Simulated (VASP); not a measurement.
# Ti (Im-3m) in VASP: notebook

The runs below take Ti through relaxation of cell and atoms, single point, with PBE.

Program: VASP 6.6.1. These are calculated values, not measurements. Logs are shortened: lines on timing, memory, paths and dates and some standing lists are left out, and cuts for length are marked.

## Step 1: The cell of the first run

It takes space group Im-3m (No. 229, cubic). The conventional cell has a = 3.266 Å, b = 3.266 Å, c = 3.266 Å, α = 90.00°, β = 90.00°, γ = 90.00°. Within 3.7 Å of Ti (site symmetry m-3m) lie 14 Ti at 2.83 to 3.27 Å.

## Step 2: Relaxation of cell and atoms, PBE, target pressure -1 GPa, at which the enthalpy is minimised

The input, INCAR:

```
SYSTEM = Ti
PREC = Accurate ; ENCUT = 600
EDIFF = 1E-7 ; ISMEAR = 0
SIGMA = 0.1 ; LREAL = .False.
LASPH = .True. ; NELM = 100
ALGO = Normal ; ISIF = 3
LWAVE = .False. ; LCHARG = .False.
GGA = PE ; IBRION = 2
NSW = 70 ; EDIFFG = -0.008
PSTRESS = -10.0
```

The input, KPOINTS:

```
Automatic mesh
0
Gamma
  18 18 18
  0 0 0
```

The input, POSCAR:

```
Ti
1.0
   -1.6331130846      1.6331130846      1.6331130846
    1.6331130846     -1.6331130846      1.6331130846
    1.6331130846      1.6331130846     -1.6331130846
Ti
1
Direct
    0.0000000000      0.0000000000      0.0000000000
```

Potentials or basis: VASP PAW PBE potentials, release 64 (Ti_sv).

Started as:

```bash
$ cat potpaw_PBE.64/Ti_sv/POTCAR > POTCAR
$ mpirun -np 1 vasp_std > vasp.out
```

OUTCAR:

```text
SYSTEM = Ti
   PREC = Accurate
   ENCUT = 600
   EDIFF = 1E-7
   ISMEAR = 0
   LREAL = .False.
   LASPH = .True.
   NELM = 100
   ISIF = 3
   GGA = PE
   IBRION = 2
   NSW = 70
   EDIFFG = -0.008
   PSTRESS = -10.0

 ion  position               nearest neighbor table
   1  0.000  0.000  0.000-

  LATTYP: Found a body centered cubic cell.
 ALAT       =     3.2662261692

  Lattice vectors:

 A1 = (  -1.6331130846,   1.6331130846,   1.6331130846)
 A2 = (   1.6331130846,  -1.6331130846,   1.6331130846)
 A3 = (   1.6331130846,   1.6331130846,  -1.6331130846)

Analysis of symmetry for initial positions (statically):
=====================================================================
 Subroutine PRICEL returns:
 Original cell was already a primitive cell.

 Routine SETGRP: Setting up the symmetry group for a
 body centered cubic supercell.

 Subroutine GETGRP returns: Found 48 space group operations
 (whereof 48 operations were pure point group operations)
 out of a pool of 48 trial point group operations.

The static configuration has the point symmetry O_h .

Analysis of symmetry for dynamics (positions and initial velocities):
=====================================================================
 Subroutine PRICEL returns:
 Original cell was already a primitive cell.

 Routine SETGRP: Setting up the symmetry group for a
 body centered cubic supercell.

 Subroutine GETGRP returns: Found 48 space group operations
 (whereof 48 operations were pure point group operations)
 out of a pool of 48 trial point group operations.

The dynamic configuration has the point symmetry O_h .

 Subroutine INISYM returns: Found 48 space group operations
 (whereof 48 operations are pure point group operations),
 and found     1 'primitive' translations

----------------------------------------------------------------------------------------

                                     Primitive cell

  volume of cell :      17.4224

  direct lattice vectors                    reciprocal lattice vectors
    -1.633113085  1.633113085  1.633113085     0.000000000  0.306163734  0.306163734
     1.633113085 -1.633113085  1.633113085     0.306163734  0.000000000  0.306163734
     1.633113085  1.633113085 -1.633113085     0.306163734  0.306163734  0.000000000

  length of vectors
     2.828634837  2.828634837  2.828634837     0.432980905  0.432980905  0.432980905

  position of ions in fractional coordinates (direct lattice)
     0.000000000  0.000000000  0.000000000
[... 92 lines left out ...]
   EFERMI_NEDOS =   21; number of points for ismear=-14 and -15
   IALGO  =     38    algorithm
   IMIX   =      4    mixing-type and parameters
     AMIX     =   0.40;   BMIX     =  1.00
     AMIX_MAG =   1.60;   BMIX_MAG =  1.00
  volume/ion in A,a.u.               =      17.42       117.57
  Fermi-wavevector in a.u.,A,eV,Ry     =   1.445769  2.732108 28.439561  2.090249
  Thomas-Fermi vector in A             =   2.563914
   LORBIT       =      0    0 simple, 1 ext, 2 COOP (PROOUT), +10 PAW based schemes
   GGA     = PE    functional components
   LHFCALC =     F    Hartree Fock is set to
   AEXX    =    0.0000 exact exchange contribution
   IVDW    =     0    specifies the selected vdW correction
   LEPSILON=     F    determine dielectric tensor
   LRPA    =     F    only Hartree local field effects (RPA)
 conjugate gradient relaxation of ions
 non-spin polarized calculation
 Gauss-broadening in eV      SIGMA  =   0.10
  energy-cutoff  :      600.00
  volume of cell :       17.42
 maximum number of plane-waves:       603
   NGX = 11   NGY = 11   NGZ = 11

--------------------------------------- Ionic step        1  -------------------------------------------

 number of electron      11.9999998 magnetization

 Free energy of the ion-electron system (eV)
  ---------------------------------------------------
  ext. energy  EPLUGINS =         0.00000000
  ---------------------------------------------------
  free energy    TOTEN  =        -7.72966881 eV

  energy without entropy =       -7.71844446  energy(sigma->0) =       -7.72405664

------------------------ aborting loop because EDIFF is reached ----------------------------------------

  FORCE on cell =-STRESS in cart. coord.  units (eV):
  Direction    XX          YY          ZZ          XY          YZ          ZX
  --------------------------------------------------------------------------------------
  -------------------------------------------------------------------------------------
  Total       -0.1384825     -0.1384825     -0.1384825      0.0000000      0.0000000     -0.0000000
  in kB      -12.7349313    -12.7349313    -12.7349313      0.0000000      0.0000000     -0.0000000
  external PRESSURE =      -2.7349313 kB  Pullay stress =     -10.0000000 kB
[... 61 lines left out ...]
--------------------------------------- Ionic step        3  -------------------------------------------

 number of electron      11.9999998 magnetization

 Free energy of the ion-electron system (eV)
  ---------------------------------------------------
  ext. energy  EPLUGINS =         0.00000000
  ---------------------------------------------------
  free energy    TOTEN  =        -7.73000040 eV

  energy without entropy =       -7.71879277  energy(sigma->0) =       -7.72439659

 E-fermi :   8.0825     XC(G=0): -11.4919

 val. band max:        8.0798185972   @ k =  -0.2778   0.2778   0.2222
 cond. band min:       8.0936468508   @ k =   0.3333   0.1667   0.1111
 fundamental gap:      0.0138282537
 Fermi energy:         8.0824991671

 k-point     1 :       0.0000    0.0000    0.0000
  band No.  band energies     occupation
      1     -48.4527      2.00000
      2     -24.3101      2.00000
      3     -24.3101      2.00000
      4     -24.3101      2.00000
      5       2.1295      2.00000
      6       9.0683      0.00000
      7       9.0683      0.00000
      8       9.0683      0.00000
      9      10.8238      0.00000
     10      10.8238      0.00000
[... 287 lines left out ...]
 k-point    24 :       0.3889    0.1111    0.0000
  band No.  band energies     occupation
      1     -48.3217      2.00000
      2     -24.9375      2.00000
      3     -24.5389      2.00000
      4     -24.3427      2.00000
      5       5.8496      2.00000
      6       7.7335      2.00000
      7       8.6015      0.00000
      8      10.7437      0.00000
      9      11.2861      0.00000
     10      12.6682      0.00000

 [... further k-points ...]

------------------------ aborting loop because EDIFF is reached ----------------------------------------

  FORCE on cell =-STRESS in cart. coord.  units (eV):
  Direction    XX          YY          ZZ          XY          YZ          ZX
  --------------------------------------------------------------------------------------
  -------------------------------------------------------------------------------------
  Total       -0.1033238     -0.1033238     -0.1033238      0.0000000      0.0000000      0.0000000
  in kB       -9.5272736     -9.5272736     -9.5272736      0.0000000      0.0000000      0.0000000
  external PRESSURE =       0.4727264 kB  Pullay stress =     -10.0000000 kB
[... 20 lines left out ...]
  energy  without entropy=       -7.7187927734  energy(sigma->0) =       -7.72439659

  enthalpy is  TOTEN    =        -7.8384509931 eV   P V=       -0.1084505922

 reached required accuracy - stopping structural energy minimisation
```

OSZICAR:

```text
N       E                     dE             d eps       ncg     rms          rms(c)
DAV:   1     0.837297792631E+02    0.83730E+02   -0.74792E+03  3908   0.160E+03
DAV:   2    -0.407196618698E+01   -0.87802E+02   -0.86508E+02  4008   0.335E+02
[... 26 lines left out ...]
DAV:   1    -0.773050622611E+01   -0.34482E-03   -0.11082E-02  3934   0.164E+00    0.197E-01
DAV:   2    -0.772998936630E+01    0.51686E-03   -0.20634E-03  4140   0.630E-01    0.391E-02
DAV:   3    -0.772998131438E+01    0.80519E-05   -0.13279E-04  5482   0.860E-02    0.121E-02
DAV:   4    -0.772999151101E+01   -0.10197E-04   -0.26181E-05  5044   0.282E-02    0.859E-03
DAV:   5    -0.773000030298E+01   -0.87920E-05   -0.21127E-05  5780   0.228E-02    0.558E-03
DAV:   6    -0.773000040084E+01   -0.97853E-07   -0.61563E-07  3952   0.870E-03
   3 F= -.78384510E+01 E0= -.78328472E+01  d E =-.399634E-04
```

It took 26 s on 1 thread of Intel Xeon 6975P-C (Granite Rapids), shared host; peak memory 0.17 GiB.

Results:

```yaml
Free_energy: -7.7300 eV
Relaxed_volume: 17.38 Å³/atom
Relaxed_cell: a = 2.826 Å, b = 2.826 Å, c = 2.826 Å, α = 109.47°, β = 109.47°, γ = 109.47°
Space_group_after_relaxing_to_0.05_Å: Im-3m (No. 229)
Energy_change_on_relaxing_the_enthalpy_is_what_falls: -0.3 meV/atom
Ionic_steps: 3
Pressure_after_relaxing: -1.0 GPa
Band_gap_on_the_k_mesh: zero (band 6 reaches 9.07 eV, above the bottom of band 7 at 7.49 eV)
```

Step by step:
```
step  energy change (eV)  largest force (eV/Å)  pressure (GPa)  volume (Å³)
   1              0.0000                0.0000           -1.27        17.42
   2             -0.0005                0.0000           -0.83        17.35
   3             -0.0003                0.0000           -0.95        17.38
```

Final structure:
```cif
data_structure
_symmetry_space_group_name_H-M 'P 1'
_symmetry_Int_Tables_number 1
_cell_length_a 2.8261
_cell_length_b 2.8261
_cell_length_c 2.8261
_cell_angle_alpha 109.471
_cell_angle_beta 109.471
_cell_angle_gamma 109.471
_cell_volume 17.38
loop_
_atom_site_label
_atom_site_type_symbol
_atom_site_fract_x
_atom_site_fract_y
_atom_site_fract_z
_atom_site_occupancy
Ti1 Ti 0.00000 0.00000 0.00000 1
```

Caveat: the cell is relaxed towards a set pressure, so the enthalpy falls and the energy may rise.

## Step 3: Single point, PBE

This run uses another cell than the first one, of 17.25 Å³/atom, 0.990 times its volume.

The input, INCAR:

```
  ALGO = Normal
  EDIFF = 1E-6
  ENCUT = 520
  GGA = PE
  ISIF = 2
  ISMEAR = 0
  LASPH = T
  LCHARG = T
  LELF = T
  LREAL = F
  LVHAR = T
  LWAVE = F
  NBANDS = 12
  NELM = 100
  PREC = Accurate
  SIGMA = 0.15
```

The input, KPOINTS:

```
k-points
0
Gamma
  26 26 26
```

The input, POSCAR:

```
Ti
1.0
   -1.6277527636      1.6277527636      1.6277527636
    1.6277527636     -1.6277527636      1.6277527636
    1.6277527636      1.6277527636     -1.6277527636
Ti
1
Direct
    0.0000000000      0.0000000000      0.0000000000
```

Potentials or basis: VASP PAW PBE potentials, release 64 (Ti_sv).

Started as:

```bash
$ cat potpaw_PBE.64/Ti_sv/POTCAR > POTCAR
$ mpirun -np 1 vasp_std > vasp.out
```

Run time: 1.9 min. Hardware: 1 thread of Intel Xeon 8259CL, shared host; peak memory 0.22 GiB.

It converged, with:

```
Free energy            : -7.7376 eV
Pressure               : -0.2 GPa
Band gap on the k mesh : zero (band 6 reaches 9.15 eV, above the bottom of band 7 at 7.51 eV)
```

Levels at points of the mesh, in eV from the Fermi level:
```tsv
k point	band 2	band 3	band 4	band 5	band 6	band 7	band 8	band 9	band 10	band 11
(0.00, 0.00, 0.00)	-32.37	-32.37	-32.37	-5.97	0.99	0.99	0.99	2.77	2.77	17.46
(0.50, 0.00, 0.00)	-33.05	-32.58	-32.37	-2.47	-0.40	1.16	2.75	3.11	4.30	8.84
(0.50, 0.50, 0.50)	-32.84	-32.84	-32.84	-2.13	-2.13	3.95	3.95	3.95	8.43	8.43
```
